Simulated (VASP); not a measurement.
InSe:

```
CELL_PARAMETERS angstrom
1.97297 1.13909 8.32593
-1.97297 1.13909 8.32593
0.00000 -2.27819 8.32593
ATOMIC_POSITIONS crystal
In 0.88860 0.88860 0.88860
In 0.00000 0.00000 0.00000
Se 0.17190 0.17190 0.17190
Se 0.38350 0.38350 0.38350
```

Base run:

| Item | Value |
| --- | --- |
| Program | VASP 6.6.1 |
| Functional | BLYP |
| Potentials or basis | VASP PAW PBE potentials, release 64 (In_d, Se) |
| Cutoff | 520 eV |
| k mesh | 8 × 8 × 8 |
| Occupations | fermi-dirac, width 0.05 eV |
| Spin | no spin polarisation |

Its results: band gap on the k mesh 0.50 eV; pressure 8.6 GPa; largest force 0.775 eV/Å.

Task: The run is repeated on the same cell with these changes: functional from BLYP to PBEsol; dispersion from none to D3(BJ). What comes out?

Result: Band gap on the k mesh 0.44 eV; pressure 0.8 GPa; largest force 0.486 eV/Å.

Several settings changed at once.

Caveats: semilocal functionals underestimate gaps, and a narrow one can read as zero; the PAW data sets were made with another functional, which shifts forces and pressure a little; spin-orbit coupling is left out, which moves the levels of the heavy elements; the cell stands under pressure (at least some runs).

A k mesh can miss the band edges.
